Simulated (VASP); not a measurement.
# PbO (Litharge) (P4/nmm) in VASP: settings compared

PbO (Litharge) is run at these levels: PBE, LDA, r2SCAN; tasks: single point.

Everything below comes from runs of VASP 6.6.1. Logs are shortened: lines on timing, memory, paths and dates and some standing lists are left out, and cuts for length are marked.

## Step 1: The cell of the first run

The structure is tetragonal, space group P4/nmm (No. 129). The conventional cell has a = 3.980 Å, b = 3.980 Å, c = 5.001 Å, α = 90.00°, β = 90.00°, γ = 90.00°. Pb (site symmetry 4mm) has 4 O at 2.32 Å within 3.1 Å. Within 3.1 Å of O (site symmetry -4m2) lie 4 Pb at 2.32 Å and 4 O at 2.81 Å.

## Step 2: Single point, PBE

The input, INCAR:

```
SYSTEM = PbO
ALGO = Normal
EDIFF = 1E-6
ENCUT = 520
GGA = PE
ISIF = 2
ISMEAR = 0
LASPH = .True.
LCHARG = .False.
LREAL = .False.
LWAVE = .False.
NBANDS = 28
NELM = 80
PREC = Accurate
SIGMA = 0.01
```

The input, KPOINTS:

```
k-points
0
Gamma
  4 4 4
  0 0 0
```

The input, POSCAR:

```
PbO
1.0
    3.9804038992      0.0000000000      0.0000000000
    0.0000000000      3.9804038992      0.0000000000
    0.0000000000      0.0000000000      5.0009130541
Pb O
2 2
Direct
    0.0000000000      0.5000000000      0.2366325577
    0.5000000000      0.0000000000      0.7633674423
    0.0000000000      0.0000000000      0.0000000000
    0.5000000000      0.5000000000      0.0000000000
```

Potentials or basis: VASP PAW PBE potentials, release 64 (Pb_d, O).

On the command line:

```bash
$ cat potpaw_PBE.64/Pb_d/POTCAR potpaw_PBE.64/O/POTCAR > POTCAR
$ mpirun -np 1 vasp_std > vasp.out
```

OUTCAR:

```text
SYSTEM = PbO
   EDIFF = 1E-6
   ENCUT = 520
   GGA = PE
   ISIF = 2
   ISMEAR = 0
   LASPH = .True.
   LREAL = .False.
   NELM = 80
   PREC = Accurate

 ion  position               nearest neighbor table
   1  0.000  0.500  0.237-   3 2.32   4 2.32   3 2.32   4 2.32   2 3.68   2 3.68   2 3.68   2 3.68
                             2 3.85   2 3.85   2 3.85   2 3.85
   2  0.500  0.000  0.763-   3 2.32   4 2.32   4 2.32   3 2.32   1 3.68   1 3.68   1 3.68   1 3.68
                             1 3.85   1 3.85   1 3.85   1 3.85
   3  0.000  0.000  0.000-   1 2.32   2 2.32   1 2.32   2 2.32
   4  0.500  0.500  0.000-   1 2.32   2 2.32   2 2.32   1 2.32

  LATTYP: Found a simple tetragonal cell.
 ALAT       =     3.9804038992
 C/A-ratio  =     1.2563833171

  Lattice vectors:

 A1 = (   3.9804038992,   0.0000000000,   0.0000000000)
 A2 = (   0.0000000000,   3.9804038992,   0.0000000000)
 A3 = (   0.0000000000,   0.0000000000,   5.0009130541)

Analysis of symmetry for initial positions (statically):
=====================================================================
 Subroutine PRICEL returns:
 Original cell was already a primitive cell.

 Routine SETGRP: Setting up the symmetry group for a
 simple tetragonal supercell.

 Subroutine GETGRP returns: Found 16 space group operations
 (whereof  8 operations were pure point group operations)
 out of a pool of 16 trial point group operations.

The static configuration has the point symmetry D_2d.
 The point group associated with its full space group is D_4h.

Analysis of symmetry for dynamics (positions and initial velocities):
=====================================================================
 Subroutine PRICEL returns:
 Original cell was already a primitive cell.

 Routine SETGRP: Setting up the symmetry group for a
 simple tetragonal supercell.

 Subroutine GETGRP returns: Found 16 space group operations
 (whereof  8 operations were pure point group operations)
 out of a pool of 16 trial point group operations.

The dynamic configuration has the point symmetry D_2d.
 The point group associated with its full space group is D_4h.

 Subroutine INISYM returns: Found 16 space group operations
 (whereof  8 operations are pure point group operations),
 and found     1 'primitive' translations

[... 87 lines left out ...]
   LSORBIT =      F    spin-orbit coupling
   LASPH  =      T    aspherical Exc in radial PAW
   ENCUT  =  520.0 eV  38.22 Ry    6.18 a.u.   7.40  7.40  9.30*2*pi/ulx,y,z
   NELM   =     80;   NELMIN=  2; NELMDL= -5     # of ELM steps
   EDIFF  = 0.1E-05   stopping-criterion for ELM
   LREAL  =      F    real-space projection
   EDIFFG = 0.1E-04   stopping-criterion for IOM
   NSW    =      0    number of steps for IOM
   IBRION =     -1    ionic relax: 0-MD 1-quasi-New 2-CG
   NFREE  =      0    steps in history (QN), initial steepest desc. (CG)
   ISIF   =      2    stress and relaxation
   ISYM   =      2    0-nonsym 1-usesym 2-fastsym
   POTIM  = 0.5000    time-step for ionic-motion
   TEBEG  =    0.0;   TEEND  =   0.0 temperature during run
   PSTRESS=    0.0 pullay stress
   NELECT =      40.0000    total number of electrons
   NUPDOWN=      -1.0000    fix difference up-down
   EMIN   =  10.00;   EMAX   =-10.00  energy-range for DOS
   EFERMI =   0.00;   METHOD = LEGACY
   ISMEAR =     0;   SIGMA  =   0.01  broadening in eV -4-tet -1-fermi 0-gaus
   EFERMI_NEDOS =   21; number of points for ismear=-14 and -15
   IALGO  =     38    algorithm
   IMIX   =      4    mixing-type and parameters
     AMIX     =   0.40;   BMIX     =  1.00
     AMIX_MAG =   1.60;   BMIX_MAG =  1.00
  volume/ion in A,a.u.               =      19.81       133.67
  Fermi-wavevector in a.u.,A,eV,Ry     =   1.303548  2.463348 23.119522  1.699237
  Thomas-Fermi vector in A             =   2.434543
   LORBIT       =      0    0 simple, 1 ext, 2 COOP (PROOUT), +10 PAW based schemes
   GGA     = PE    functional components
   LHFCALC =     F    Hartree Fock is set to
   AEXX    =    0.0000 exact exchange contribution
   IVDW    =     0    specifies the selected vdW correction
   LEPSILON=     F    determine dielectric tensor
   LRPA    =     F    only Hartree local field effects (RPA)
 non-spin polarized calculation
 Gauss-broadening in eV      SIGMA  =   0.01
  energy-cutoff  :      520.00
  volume of cell :       79.23
 maximum number of plane-waves:      2170
 NGX is ok and might be reduce to    30
   NGX = 15   NGY = 15   NGZ = 19

 number of electron      39.9999997 magnetization

 Free energy of the ion-electron system (eV)
  ---------------------------------------------------
  ext. energy  EPLUGINS =         0.00000000
  ---------------------------------------------------
  free energy    TOTEN  =       -21.41184797 eV

  energy without entropy =      -21.41184797  energy(sigma->0) =      -21.41184797

 E-fermi :   5.2880     XC(G=0):  -9.8492

 val. band max:        5.1665446963   @ k =   0.0000   0.0000   0.0000
 cond. band min:       6.3973858022   @ k =   0.5000   0.5000   0.0000
 fundamental gap:      1.2308411059
 Fermi energy:         5.2879815436

 k-point     1 :       0.0000    0.0000    0.0000
  band No.  band energies     occupation
      1     -13.2379      2.00000
      2     -12.7025      2.00000
      3     -10.8512      2.00000
      4     -10.8512      2.00000
      5     -10.7900      2.00000
      6     -10.7676      2.00000
[... 547 lines left out ...]
     27      16.3529      0.00000
     28      16.3529      0.00000

------------------------ aborting loop because EDIFF is reached ----------------------------------------

  FORCE on cell =-STRESS in cart. coord.  units (eV):
  Direction    XX          YY          ZZ          XY          YZ          ZX
  --------------------------------------------------------------------------------------
  -------------------------------------------------------------------------------------
  Total        2.4227992      2.4227992      1.9678851      0.0000000      0.0000000      0.0000000
  in kB       48.9919153     48.9919153     39.7930038      0.0000000      0.0000000      0.0000000
  external PRESSURE =      45.9256114 kB  Pullay stress =       0.0000000 kB

 VOLUME and BASIS-vectors are now :
 -----------------------------------------------------------------------------
  energy-cutoff  :      520.00
  volume of cell :       79.23
      direct lattice vectors                 reciprocal lattice vectors
     3.980403899  0.000000000  0.000000000     0.251230786  0.000000000  0.000000000
     0.000000000  3.980403899  0.000000000     0.000000000  0.251230786  0.000000000
     0.000000000  0.000000000  5.000913054     0.000000000  0.000000000  0.199963485

 POSITION                                       TOTAL-FORCE (eV/Angst)
 -----------------------------------------------------------------------------------
      0.00000      1.99020      1.18338         0.000000      0.000000      0.397749
      1.99020      0.00000      3.81753        -0.000000      0.000000     -0.397749
      0.00000      0.00000      0.00000         0.000000     -0.000000      0.000000
      1.99020      1.99020      0.00000        -0.000000      0.000000      0.000000
 -----------------------------------------------------------------------------------
    total drift:                                0.000000      0.000000      0.000000

  FREE ENERGIE OF THE ION-ELECTRON SYSTEM (eV)
  ---------------------------------------------------
  free  energy   TOTEN  =       -21.4118479651 eV

  energy  without entropy=      -21.4118479651  energy(sigma->0) =      -21.41184797
```

stdout:

```text
POSCAR found type information on POSCAR PbO
 POSCAR found :  2 types and       4 ions
 scaLAPACK will be used
 LDA part: xc-table for (Slater+PW92), standard interpolation
 POSCAR, INCAR and KPOINTS ok, starting setup
 FFT: planning ... GRIDC
 FFT: planning ... GRID_SOFT
 FFT: planning ... GRID
 WAVECAR not read
 entering main loop
```

It took 16 s on 1 thread of AMD EPYC 9R45 (Zen 5), shared host; peak memory 0.15 GiB.

Results:

- Free energy: -21.4118 eV
- Pressure: 4.6 GPa
- Largest force: 0.398 eV/Å
- Band gap on the k mesh: 1.23 eV, indirect (least direct gap 2.27 eV)

Forces on the atoms (eV/Å):
```
Pb   0.000  0.000  0.398
Pb   0.000  0.000 -0.398
O    0.000  0.000  0.000
O    0.000  0.000  0.000
```

Caveat: spin-orbit coupling is left out, which moves the levels of the heavy elements. A k mesh can miss the band edges.

## Step 3: Single point, LDA

The input, INCAR:

```
  PREC = Accurate
  ENCUT = 520
  EDIFF = 1E-7
  ISMEAR = 0
  SIGMA = 0.01
  LREAL = F
  LASPH = T
  NELM = 80
  ALGO = Normal
  ISIF = 2
  LWAVE = F
  LCHARG = F
  GGA = CA
  NBANDS = 28
```

The input, KPOINTS:

```
Automatic mesh
0
Gamma
  4 4 4
```

POSCAR is that of step 2.

Potentials or basis: VASP PAW LDA potentials, release 64 (Pb_d, O).

On the command line:

```bash
$ cat potpaw_LDA.64/Pb_d/POTCAR potpaw_LDA.64/O/POTCAR > POTCAR
$ mpirun -np 1 vasp_std > vasp.out
```

Run time: 15 s. Hardware: 1 thread of AMD EPYC 9R45 (Zen 5), shared host; peak memory 0.14 GiB.

Results (log left out):

| Item | Value |
| --- | --- |
| Free energy | -24.3862 eV |
| Pressure | -2.0 GPa |
| Largest force | 0.185 eV/Å |
| Band gap on the k mesh | 1.18 eV, indirect (least direct gap 2.22 eV) |

Forces on the atoms (eV/Å):
```
Pb   0.000  0.000 -0.185
Pb   0.000  0.000  0.185
O    0.000  0.000  0.000
O    0.000  0.000  0.000
```

Stress tensor (GPa, compression positive):
```
-2.15  0.00  0.00
 0.00 -2.15  0.00
 0.00  0.00 -1.61
```

Levels at points of the mesh, in eV from the valence-band top:
```csv
k point,band 18,band 19,band 20,band 21,band 22,band 23
"(0.00, 0.00, 0.00)",-1.68,-1.68,0.00,2.34,5.36,5.61
"(0.50, 0.00, 0.00)",-3.04,-1.64,-1.64,3.36,3.36,6.50
"(0.50, 0.50, 0.00)",-1.62,-1.04,-1.04,1.18,1.18,5.22
"(0.00, 0.00, 0.50)",-1.70,-1.70,-0.91,1.82,3.94,3.94
"(0.50, 0.00, 0.50)",-3.01,-0.96,-0.96,3.06,3.06,6.27
"(0.50, 0.50, 0.50)",-2.23,-1.04,-1.04,3.45,3.45,4.71
```

Caveat: spin-orbit coupling is left out, which moves the levels of the heavy elements.

## Step 4: Single point, r2SCAN

POSCAR is that of step 3.

The input, INCAR.step1:

```
SYSTEM = PbO
PREC     = Accurate       ! precision mode
ENCUT    = 520            ! plane-wave cutoff, eV
ISMEAR   = 0              ! smearing method
SIGMA    = 0.01           ! smearing width, eV
LREAL    = .False.        ! projectors in reciprocal space
LASPH    = .True.         ! aspherical terms in the spheres
NELM     = 60             ! most SCF steps
NBANDS   = 28             ! bands
GGA      = PE             ! functional
ALGO     = Normal         ! electronic algorithm
EDIFF    = 1E-4           ! SCF threshold, eV
LWAVE    = .True.         ! write WAVECAR
LCHARG   = .False.        ! write CHGCAR
```

The input, INCAR.step2:

```
SYSTEM = PbO
PREC     = Accurate       ! precision mode
ENCUT    = 520            ! plane-wave cutoff, eV
EDIFF    = 1E-6           ! SCF threshold, eV
ISMEAR   = 0              ! smearing method
SIGMA    = 0.01           ! smearing width, eV
LREAL    = .False.        ! projectors in reciprocal space
LASPH    = .True.         ! aspherical terms in the spheres
NELM     = 60             ! most SCF steps
ALGO     = Normal         ! electronic algorithm
ISIF     = 2              ! what is computed and relaxed
LWAVE    = .False.        ! write WAVECAR
LCHARG   = .False.        ! write CHGCAR
METAGGA  = R2SCAN         ! meta-GGA
LMIXTAU  = .True.       
NBANDS   = 28             ! bands
ISTART   = 1
```

The input, KPOINTS:

```
Automatic mesh
0
Gamma
  4 4 4
  0 0 0
```

Potentials or basis: VASP PAW PBE potentials, release 64 (Pb_d, O).

On the command line:

```bash
$ cat potpaw_PBE.64/Pb_d/POTCAR potpaw_PBE.64/O/POTCAR > POTCAR
$ cp INCAR.step1 INCAR
$ mpirun -np 1 vasp_std > vasp.out
$ cp INCAR.step2 INCAR
$ mpirun -np 1 vasp_std > vasp.out
```

Run time: 63 s. Hardware: 1 thread of AMD EPYC 9R45 (Zen 5), shared host; peak memory 0.17 GiB.

The run converged. Its results:

- Free energy: -129.4964 eV
- Pressure: 1.7 GPa
- Largest force: 0.094 eV/Å
- Band gap on the k mesh: 1.53 eV, indirect (least direct gap 2.69 eV)

Forces in eV/Å, atoms in the order of the input:
```
Pb   0.000  0.000  0.094
Pb   0.000  0.000 -0.094
O    0.000  0.000  0.000
O    0.000  0.000  0.000
```

Stress tensor (GPa, compression positive):
```
1.77 0.00 0.00
0.00 1.77 0.00
0.00 0.00 1.64
```

Levels at points of the mesh, in eV from the valence-band top:
```csv
k point,band 18,band 19,band 20,band 21,band 22,band 23
"(0.00, 0.00, 0.00)",-1.80,-1.80,0.00,2.81,5.88,6.06
"(0.50, 0.00, 0.00)",-3.16,-1.72,-1.72,3.78,3.78,7.06
"(0.50, 0.50, 0.00)",-1.74,-1.15,-1.15,1.53,1.53,5.71
"(0.00, 0.00, 0.50)",-1.82,-1.82,-1.00,2.32,4.38,4.38
"(0.50, 0.00, 0.50)",-3.12,-1.07,-1.07,3.42,3.42,6.77
"(0.50, 0.50, 0.50)",-2.33,-1.16,-1.16,3.81,3.81,5.23
```

Caveat: the PAW data sets were made with another functional, which shifts forces and pressure a little; spin-orbit coupling is left out, which moves the levels of the heavy elements.

## Step 5: Single point, PBE

The input, INCAR:

```
ALGO = Normal
EDIFF = 1E-6
ENCUT = 520
GGA = PE
ISIF = 2
ISMEAR = 0
LASPH = True
LCHARG = True
LELF = True
LREAL = False
LVHAR = True
LWAVE = False
NBANDS = 28
NELM = 60
PREC = Accurate
SIGMA = 0.01
```

The input, KPOINTS:

```
k-points
0
Gamma
  6 6 4
```

POSCAR is that of step 4.

On the command line:

```bash
$ cat potpaw_PBE.64/Pb_d/POTCAR potpaw_PBE.64/O/POTCAR > POTCAR
$ mpirun -np 1 vasp_std > vasp.out
```

Run time: 26 s. Hardware: 1 thread of AMD EPYC 9R45 (Zen 5), shared host; peak memory 0.18 GiB.

Results (log left out):

```
Free energy            : -21.4166 eV
Pressure               : 4.6 GPa
Largest force          : 0.400 eV/Å
Band gap on the k mesh : 1.23 eV, indirect (least direct gap 2.28 eV)
```

Forces on the atoms (eV/Å):
```
Pb   0.000  0.000  0.400
Pb   0.000  0.000 -0.400
O    0.000  0.000  0.000
O    0.000  0.000  0.000
```

Stress tensor (GPa, compression positive):
```
4.88 0.00 0.00
0.00 4.88 0.00
0.00 0.00 3.95
```

Levels at points of the mesh, in eV from the valence-band top:
| k point | band 18 | band 19 | band 20 | band 21 | band 22 | band 23 |
| --- | --- | --- | --- | --- | --- | --- |
| (0.00, 0.00, 0.00) | -1.67 | -1.67 | 0.00 | 2.40 | 5.52 | 5.66 |
| (0.50, 0.00, 0.00) | -3.02 | -1.64 | -1.64 | 3.42 | 3.42 | 6.61 |
| (0.50, 0.50, 0.00) | -1.64 | -1.04 | -1.04 | 1.23 | 1.23 | 5.33 |
| (0.00, 0.00, 0.50) | -1.70 | -1.70 | -0.92 | 1.97 | 4.03 | 4.03 |
| (0.50, 0.00, 0.50) | -2.98 | -0.98 | -0.98 | 3.11 | 3.11 | 6.34 |
| (0.50, 0.50, 0.50) | -2.23 | -1.05 | -1.05 | 3.49 | 3.49 | 4.79 |

Caveat: spin-orbit coupling is left out, which moves the levels of the heavy elements. A k mesh can miss the band edges.

## Step 6: Summary

| level | potentials or basis | k mesh | gap on the mesh (eV) | pressure (GPa) | largest force (eV/Å) |
| --- | --- | --- | --- | --- | --- |
| PBE | VASP PAW PBE potentials, release 64 (Pb_d, O) | 4 × 4 × 4 | 1.23 | 4.6 | 0.40 |
| LDA | VASP PAW LDA potentials, release 64 (Pb_d, O) | 4 × 4 × 4 | 1.18 | -2.0 | 0.19 |
| r2SCAN | VASP PAW PBE potentials, release 64 (Pb_d, O) | 4 × 4 × 4 | 1.53 | 1.7 | 0.09 |
| PBE | VASP PAW PBE potentials, release 64 (Pb_d, O) | 6 × 6 × 4 | 1.23 | 4.6 | 0.40 |

Alike in all rows: task single point; no spin polarisation; cell as given; cutoff (eV) 520; smearing gaussian 0.01 eV.

Caveats: spin-orbit coupling is left out, which moves the levels of the heavy elements; the PAW data sets were made with another functional, which shifts forces and pressure a little (some runs).

Absolute energies hang on the potentials; compare differences alone.
